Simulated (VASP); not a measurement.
# B5W3 (Im-3m) in VASP: notebook

Runs on B5W3. Level: PBE. Tasks: single point, relaxation of cell and atoms.

Everything below comes from runs of VASP 6.6.1. Logs are shortened: lines on timing, memory, paths and dates and some standing lists are left out, and cuts for length are marked.

### Step 1. The cell of the first run

It takes space group Im-3m (No. 229, cubic). Conventional cell: a = 5.452 Å, b = 5.452 Å, c = 5.452 Å, α = 90.00°, β = 90.00°, γ = 90.00°. Within 3.1 Å of B (site symmetry m-3m) lie 8 B at 2.36 Å and 6 W at 2.73 Å. B (site symmetry -3m) has 8 B at 2.36 to 2.73 Å and 6 W at 2.36 Å within 3.1 Å. W (site symmetry 4/mmm) has 10 B at 2.36 to 2.73 Å and 4 W at 2.73 Å within 3.1 Å.

The cell was generated, and may not be a known phase.

### Step 2. Single point, PBE

INCAR reads:

```
SYSTEM = B5W3
PREC = Accurate
ENCUT = 520
EDIFF = 1E-6
ISMEAR = 0
SIGMA = 0.1
LREAL = .False.
LASPH = .True.
NELM = 80
ALGO = Normal
ISIF = 2
LWAVE = .False.
LCHARG = .True.
GGA = PE
LELF = .True.
LVHAR = .True.
NBANDS = 38
```

KPOINTS reads:

```
Automatic mesh
0
Gamma
  4 4 4
  0 0 0
```

POSCAR reads:

```
B5W3
1.0
   -2.7259946250      2.7259946250      2.7259946250
    2.7259946250     -2.7259946250      2.7259946250
    2.7259946250      2.7259946250     -2.7259946250
B W
5 3
Direct
    0.0000000000      0.0000000000      0.0000000000
    0.0000000000      0.0000000000      0.5000000000
    0.0000000000      0.5000000000      0.0000000000
    0.5000000000      0.0000000000      0.0000000000
    0.5000000000      0.5000000000      0.5000000000
    0.0000000000      0.5000000000      0.5000000000
    0.5000000000      0.5000000000      0.0000000000
    0.5000000000      0.0000000000      0.5000000000
```

Potentials or basis: VASP PAW PBE potentials, release 64 (B, W_sv).

Started as:

```
cat potpaw_PBE.64/B/POTCAR potpaw_PBE.64/W_sv/POTCAR > POTCAR
mpirun -np 1 vasp_std > vasp.out
```

OUTCAR:

```text
SYSTEM = B5W3
   PREC = Accurate
   ENCUT = 520
   EDIFF = 1E-6
   ISMEAR = 0
   LREAL = .False.
   LASPH = .True.
   NELM = 80
   ISIF = 2
   GGA = PE

 ion  position               nearest neighbor table
   1  0.000  0.000  0.000-   6 2.73   7 2.73   8 2.73   6 2.73   8 2.73   7 2.73
   2  0.000  0.000  0.500-   6 2.36   7 2.36   8 2.36   6 2.36   8 2.36   7 2.36
   3  0.000  0.500  0.000-   6 2.36   7 2.36   8 2.36   6 2.36   7 2.36   8 2.36
   4  0.500  0.000  0.000-   6 2.36   7 2.36   8 2.36   8 2.36   7 2.36   6 2.36
   5  0.500  0.500  0.500-   6 2.36   7 2.36   8 2.36   7 2.36   8 2.36   6 2.36
   6  0.000  0.500  0.500-   2 2.36   3 2.36   4 2.36   5 2.36   3 2.36   2 2.36   5 2.36   4 2.36
                             7 2.73   1 2.73   8 2.73   7 2.73   8 2.73   1 2.73
   7  0.500  0.500  0.000-   2 2.36   3 2.36   4 2.36   5 2.36   5 2.36   4 2.36   3 2.36   2 2.36
                             6 2.73   8 2.73   8 2.73   6 2.73   1 2.73   1 2.73
   8  0.500  0.000  0.500-   2 2.36   3 2.36   4 2.36   5 2.36   4 2.36   5 2.36   2 2.36   3 2.36
                             6 2.73   7 2.73   7 2.73   1 2.73   6 2.73   1 2.73

  LATTYP: Found a body centered cubic cell.
 ALAT       =     5.4519892500

  Lattice vectors:

 A1 = (  -2.7259946250,   2.7259946250,   2.7259946250)
 A2 = (   2.7259946250,  -2.7259946250,   2.7259946250)
 A3 = (   2.7259946250,   2.7259946250,  -2.7259946250)

Analysis of symmetry for initial positions (statically):
=====================================================================
 Subroutine PRICEL returns:
 Original cell was already a primitive cell.

 Routine SETGRP: Setting up the symmetry group for a
 body centered cubic supercell.

 Subroutine GETGRP returns: Found 48 space group operations
 (whereof 48 operations were pure point group operations)
 out of a pool of 48 trial point group operations.

The static configuration has the point symmetry O_h .

Analysis of symmetry for dynamics (positions and initial velocities):
=====================================================================
 Subroutine PRICEL returns:
 Original cell was already a primitive cell.

 Routine SETGRP: Setting up the symmetry group for a
 body centered cubic supercell.

 Subroutine GETGRP returns: Found 48 space group operations
 (whereof 48 operations were pure point group operations)
 out of a pool of 48 trial point group operations.

The dynamic configuration has the point symmetry O_h .

 Subroutine INISYM returns: Found 48 space group operations
 (whereof 48 operations are pure point group operations),
 and found     1 'primitive' translations

----------------------------------------------------------------------------------------

                                     Primitive cell

  volume of cell :      81.0280

  direct lattice vectors                    reciprocal lattice vectors
    -2.725994625  2.725994625  2.725994625     0.000000000  0.183419290  0.183419290
     2.725994625 -2.725994625  2.725994625     0.183419290  0.000000000  0.183419290
     2.725994625  2.725994625 -2.725994625     0.183419290  0.183419290  0.000000000

  length of vectors
     4.721561192  4.721561192  4.721561192     0.259394048  0.259394048  0.259394048

  position of ions in fractional coordinates (direct lattice)
     0.000000000  0.000000000  0.000000000
     0.000000000  0.000000000  0.500000000
     0.000000000  0.500000000  0.000000000
     0.500000000  0.000000000  0.000000000
     0.500000000  0.500000000  0.500000000
     0.000000000  0.500000000  0.500000000
     0.500000000  0.500000000  0.000000000
     0.500000000  0.000000000  0.500000000

  ion indices of the primitive-cell ions
   primitive index   ion index
                 1           1
                 2           2
                 3           3
                 4           4
                 5           5
                 6           6
                 7           7
                 8           8

----------------------------------------------------------------------------------------

 KPOINTS: Automatic mesh

Automatic generation of k-mesh.
 Grid dimensions read from file:
 generate k-points for:    4    4    4

 Generating k-lattice:

  Cartesian coordinates                     Fractional coordinates (reciprocal lattice)
     0.000000000  0.045854823  0.045854823     0.250000000  0.000000000  0.000000000
     0.045854823  0.000000000  0.045854823     0.000000000  0.250000000  0.000000000
     0.045854823  0.045854823  0.000000000     0.000000000  0.000000000  0.250000000

  Length of vectors
     0.064848512  0.064848512  0.064848512

  Shift w.r.t. Gamma in fractional coordinates (k-lattice)
     0.000000000  0.000000000  0.000000000

 Subroutine IBZKPT returns following result:
 ===========================================

 Found      8 irreducible k-points:

 Following reciprocal coordinates:
            Coordinates               Weight
[... 63 lines left out ...]
  ---------------------------------------------------
  free energy    TOTEN  =       -66.75770789 eV

  energy without entropy =      -66.74681287  energy(sigma->0) =      -66.75226038

 E-fermi :   9.9923     XC(G=0): -13.1274

 val. band max:        9.9760920556   @ k =   0.5000   0.0000   0.0000
 cond. band min:      10.1159115048   @ k =   0.2500   0.0000   0.0000
 fundamental gap:      0.1398194491
 Fermi energy:         9.9923259416

 k-point     1 :       0.0000    0.0000    0.0000
  band No.  band energies     occupation
      1     -64.0393      2.00000
      2     -63.9412      2.00000
      3     -63.9412      2.00000
      4     -28.7428      2.00000
      5     -28.7428      2.00000
      6     -28.7428      2.00000
[... 30 lines left out ...]
     37      12.7582      0.00000
     38      14.4097      0.00000

 k-point     2 :       0.2500    0.0000    0.0000
  band No.  band energies     occupation
      1     -64.0268      2.00000
      2     -63.9538      2.00000
      3     -63.9415      2.00000
      4     -28.7440      2.00000
      5     -28.6146      2.00000
      6     -28.6069      2.00000
[... 30 lines left out ...]
     37      13.8775      0.00000
     38      14.1263      0.00000

 k-point     3 :       0.5000    0.0000    0.0000
  band No.  band energies     occupation
      1     -64.0064      2.00000
      2     -63.9741      2.00000
      3     -63.9417      2.00000
      4     -28.7452      2.00000
      5     -28.3881      2.00000
      6     -28.3521      2.00000
[... 30 lines left out ...]
     37      13.7206      0.00000
     38      14.1074      0.00000

 k-point     4 :       0.2500    0.2500    0.0000
  band No.  band energies     occupation
      1     -64.0065      2.00000
      2     -63.9739      2.00000
      3     -63.9419      2.00000
      4     -28.6199      2.00000
      5     -28.6124      2.00000
      6     -28.3762      2.00000
[... 30 lines left out ...]
     37      14.0890      0.00000
     38      14.3529      0.00000

 k-point     5 :       0.2500    0.2500    0.2500
  band No.  band energies     occupation
      1     -63.9742      2.00000
      2     -63.9742      2.00000
      3     -63.9742      2.00000
      4     -28.3673      2.00000
      5     -28.3113      2.00000
      6     -28.3113      2.00000
[... 30 lines left out ...]
     37      15.4135      0.00000
     38      15.4244      0.00000

 k-point     6 :      -0.2500    0.2500    0.2500
  band No.  band energies     occupation
      1     -64.0199      2.00000
      2     -63.9736      2.00000
      3     -63.9286      2.00000
      4     -28.7514      2.00000
      5     -28.7514      2.00000
      6     -28.3943      2.00000
[... 30 lines left out ...]
     37      15.8580      0.00000
     38      15.8580      0.00000

 k-point     7 :       0.5000    0.5000    0.2500
  band No.  band energies     occupation
      1     -64.0061      2.00000
      2     -63.9937      2.00000
      3     -63.9223      2.00000
      4     -28.7586      2.00000
      5     -28.6402      2.00000
      6     -28.6321      2.00000
[... 30 lines left out ...]
     37      15.1130      0.00000
     38      15.4299      0.00000

 k-point     8 :       0.5000    0.5000    0.5000
  band No.  band energies     occupation
      1     -64.0059      2.00000
      2     -64.0059      2.00000
      3     -63.9103      2.00000
      4     -28.7713      2.00000
      5     -28.7713      2.00000
      6     -28.7713      2.00000
[... 30 lines left out ...]
     37      16.2309      0.00000
     38      16.8980      0.00000

------------------------ aborting loop because EDIFF is reached ----------------------------------------

  FORCE on cell =-STRESS in cart. coord.  units (eV):
  Direction    XX          YY          ZZ          XY          YZ          ZX
  --------------------------------------------------------------------------------------
  -------------------------------------------------------------------------------------
  Total        0.2340882      0.2340882      0.2340882     -0.0000000      0.0000000      0.0000000
  in kB        4.6286575      4.6286575      4.6286575     -0.0000000      0.0000000      0.0000000
  external PRESSURE =       4.6286575 kB  Pullay stress =       0.0000000 kB

 VOLUME and BASIS-vectors are now :
 -----------------------------------------------------------------------------
  energy-cutoff  :      520.00
  volume of cell :       81.03
      direct lattice vectors                 reciprocal lattice vectors
    -2.725994625  2.725994625  2.725994625     0.000000000  0.183419290  0.183419290
     2.725994625 -2.725994625  2.725994625     0.183419290  0.000000000  0.183419290
     2.725994625  2.725994625 -2.725994625     0.183419290  0.183419290  0.000000000

 POSITION                                       TOTAL-FORCE (eV/Angst)
 -----------------------------------------------------------------------------------
      0.00000      0.00000      0.00000         0.000000     -0.000000      0.000000
      1.36300      1.36300     -1.36300         0.000000     -0.000000      0.000000
      1.36300     -1.36300      1.36300         0.000000     -0.000000      0.000000
     -1.36300      1.36300      1.36300         0.000000     -0.000000      0.000000
      1.36300      1.36300      1.36300         0.000000     -0.000000      0.000000
      2.72599      0.00000      0.00000        -0.000000      0.000000     -0.000000
      0.00000      0.00000      2.72599         0.000000      0.000000     -0.000000
      0.00000      2.72599      0.00000        -0.000000      0.000000      0.000000
 -----------------------------------------------------------------------------------
    total drift:                                0.000000      0.000000     -0.000000

  FREE ENERGIE OF THE ION-ELECTRON SYSTEM (eV)
  ---------------------------------------------------
  free  energy   TOTEN  =       -66.7577078856 eV

  energy  without entropy=      -66.7468128745  energy(sigma->0) =      -66.75226038
```

It took 61 s on 1 thread of Intel Xeon 8259CL, shared host; peak memory 0.21 GiB.

What came out:

```
Free energy            : -66.7577 eV
Pressure               : 0.5 GPa
Band gap on the k mesh : zero (an odd number of electrons rules out a gap without spin polarisation)
```

Caveat: the k points lie up to 0.41 Å⁻¹ apart, too coarse for converged energies and pressures of a metal; spin-orbit coupling is left out, which moves the levels of the heavy elements; an odd number of electrons without spin polarisation forces a metal; a magnetic or distorted state may lie lower.

### Step 3. Single point, PBE

This run uses another cell than the first one, of 10.94 Å³/atom.

INCAR reads:

```
PREC = Accurate
ENCUT = 520
EDIFF = 1E-6
ISMEAR = 0
SIGMA = 0.1
LREAL = False
LASPH = True
NELM = 80
ALGO = Normal
ISIF = 2
LWAVE = False
LCHARG = False
GGA = PE
NBANDS = 38
```

KPOINTS reads:

```
Automatic mesh
0
Gamma
  4 4 4
```

Edit POSCAR of step 2 so:

```diff
@@ -2,5 +2,5 @@
 1.0
-   -2.7259946250      2.7259946250      2.7259946250
-    2.7259946250     -2.7259946250      2.7259946250
-    2.7259946250      2.7259946250     -2.7259946250
+   -2.7973080200      2.7973080200      2.7973080200
+    2.7973080200     -2.7973080200      2.7973080200
+    2.7973080200      2.7973080200     -2.7973080200
 B W
```

Potentials or basis: VASP PAW PBE potentials, release 64 (B, W_sv).

Started as:

```
cat potpaw_PBE.64/B/POTCAR potpaw_PBE.64/W_sv/POTCAR > POTCAR
mpirun -np 1 vasp_std > vasp.out
```

It took 69 s on 1 thread of Intel Xeon 8259CL, shared host; peak memory 0.21 GiB.

Results (log left out):

| Item | Value |
| --- | --- |
| Free energy | -66.3675 eV |
| Pressure | -18.5 GPa |
| Band gap on the k mesh | zero (an odd number of electrons rules out a gap without spin polarisation) |

Levels at points of the mesh, in eV from the Fermi level:
```
           k point  band 25  band 26  band 27  band 28  band 29  band 30  band 31  band 32
(0.00, 0.00, 0.00)    -2.70    -0.06    -0.06     0.51     0.51     0.51     2.02     2.02
(0.50, 0.00, 0.00)    -1.83    -1.10    -1.00    -0.01     0.22     0.79     1.23     1.69
(0.50, 0.50, 0.50)    -1.84    -1.84    -0.41    -0.41     0.50     0.50     0.50     2.10
```

Caveat: the k points lie up to 0.40 Å⁻¹ apart, too coarse for converged energies and pressures of a metal; spin-orbit coupling is left out, which moves the levels of the heavy elements; an odd number of electrons without spin polarisation forces a metal; a magnetic or distorted state may lie lower.

### Step 4. Relaxation of cell and atoms, PBE

This run uses another cell than the first one, of 10.94 Å³/atom.

INCAR reads:

```
SYSTEM = B5W3
ALGO     = Normal         ! electronic algorithm
EDIFF    = 1E-6           ! SCF threshold, eV
EDIFFG   = -0.04          ! ionic threshold
ENCUT    = 600            ! plane-wave cutoff, eV
GGA      = PE             ! functional
IBRION   = 2              ! ionic algorithm
ISIF     = 3              ! what is computed and relaxed
ISMEAR   = 0              ! smearing method
LASPH    = .True.         ! aspherical terms in the spheres
LCHARG   = .False.        ! write CHGCAR
LREAL    = .False.        ! projectors in reciprocal space
LWAVE    = .False.        ! write WAVECAR
NELM     = 100            ! most SCF steps
NSW      = 90             ! ionic steps
PREC     = Accurate       ! precision mode
SIGMA    = 0.1            ! smearing width, eV
```

KPOINTS reads:

```
k-points
0
Gamma
  4 4 4
  0 0 0
```

POSCAR is that of step 3.

Started as:

```
cat potpaw_PBE.64/B/POTCAR potpaw_PBE.64/W_sv/POTCAR > POTCAR
mpirun -np 1 vasp_std > vasp.out
```

Run time: 3.8 min. Hardware: 1 thread of Intel Xeon 8259CL, shared host; peak memory 0.25 GiB.

It converged, with:

- Free energy: -66.7644 eV
- Relaxed volume: 10.15 Å³/atom
- Relaxed cell: a = 4.725 Å, b = 4.725 Å, c = 4.725 Å, α = 109.47°, β = 109.47°, γ = 109.47°
- Space group after relaxing (to 0.1 Å): Im-3m (No. 229)
- Energy gained by relaxing: 49.2 meV/atom
- Ionic steps: 4
- Pressure after relaxing: -0.1 GPa
- Band gap on the k mesh: zero (an odd number of electrons rules out a gap without spin polarisation)

The path:
```
step  energy change (eV)  largest force (eV/Å)  pressure (GPa)  volume (Å³)
   1              0.0000                0.0000          -18.47        87.55
   2              0.5983                0.0000           40.43        72.52
   3             -0.3930                0.0000           -0.66        81.36
   4             -0.3934                0.0000           -0.08        81.19
```

Final structure:
```xyz
8
Lattice="-2.7278 2.7278 2.7278 2.7278 -2.7278 2.7278 2.7278 2.7278 -2.7278" Properties=species:S:1:pos:R:3 pbc="T T T"
B     0.0000    0.0000    5.4556
B     1.3639    1.3639   -1.3639
B     1.3639   -1.3639    1.3639
B     1.3639   -1.3639    4.0917
B     1.3639    1.3639    1.3639
W     0.0000    2.7278    2.7278
W     2.7278    2.7278    0.0000
W     0.0000    2.7278    0.0000
```

Levels at points of the mesh, in eV from the Fermi level:
```csv
k point,band 24,band 25,band 26,band 27,band 28,band 29,band 30,band 31,band 32,band 33
"(0.00, 0.00, 0.00)",-2.77,-2.77,-0.04,-0.04,0.56,0.56,0.56,2.16,2.16,2.16
"(0.50, 0.00, 0.00)",-2.73,-2.03,-1.18,-1.16,-0.02,0.26,0.90,1.36,1.86,1.96
"(0.50, 0.50, 0.50)",-2.03,-2.03,-1.97,-0.47,-0.47,0.49,0.49,0.49,2.20,2.20
```

Caveat: the k points lie up to 0.41 Å⁻¹ apart in the final cell, too coarse for converged energies and pressures of a metal; spin-orbit coupling is left out, which moves the levels of the heavy elements; an odd number of electrons without spin polarisation forces a metal; a magnetic or distorted state may lie lower.

### Step 5. Summary

| task | cell | cutoff (eV) | gap on the mesh (eV) | pressure (GPa) |
| --- | --- | --- | --- | --- |
| single point | a = 4.722 Å, angles 109.5°, 8 atoms | 520 | none | 0.5 |
| single point | a = 4.845 Å, angles 109.5°, 8 atoms | 520 | none | -18.5 |
| relaxation of cell and atoms | relaxed from a = 4.845 Å, angles 109.5°, 8 atoms | 600 | none | -0.1 |

Alike in all rows: level PBE; potentials or basis VASP PAW PBE potentials, release 64 (B, W_sv); no spin polarisation; k mesh 4 × 4 × 4; smearing gaussian 0.1 eV.

Caveats: all runs use coarse meshes; spin-orbit coupling is left out, which moves the levels of the heavy elements; an odd number of electrons without spin polarisation forces a metal; a magnetic or distorted state may lie lower.

Total energies depend on the potentials used, so only differences within one code and one set of settings carry meaning.

The gap in the log of VASP goes by the Fermi energy; the results here count the filled bands.